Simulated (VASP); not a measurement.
**YN: electric field gradients with LDA**

The system is YN.

```xyz
2
Lattice="0.0000 2.4303 2.4303 2.4303 0.0000 2.4303 2.4303 2.4303 0.0000" Properties=species:S:1:pos:R:3 pbc="T T T"
Y     0.0000    0.0000    0.0000
N     2.4303    2.4303    2.4303
```

```yaml
Program: VASP 6.6.1
Task: electric field gradients
Functional: LDA
Potentials_or_basis: VASP PAW LDA potentials, release 64 (Y_sv, N)
Cutoff: 520 eV
k_mesh: 9 × 9 × 9
Occupations: fermi-dirac, width 0.03 eV
Spin: no spin polarisation
Dipole_correction: no
Further_INCAR_settings: ALGO = Normal; EDIFF = 1e-08; NBANDS = 15
```

```yaml
Pressure: -4.2 GPa
Band_gap_on_the_k_mesh: 0.12 eV (least direct gap 0.51 eV)
Largest_electric_field_gradient_by_atom: zero within the noise of the run
```

Levels at points of the mesh, in eV from the valence-band top:
```csv
k point,band 5,band 6,band 7,band 8,band 9,band 10,band 11,band 12
"(0.00, 0.00, 0.00)",-12.74,0.00,0.00,0.00,3.07,3.07,3.07,4.30
```

It took 28 s on 1 thread of AMD EPYC 7R43 64-Core Processor (Zen 3), with other jobs on the host, peak memory 0.13 GiB.

Caveat: the cell stands under tension; an odd mesh through Γ misses points on the zone boundary, where band edges can lie.
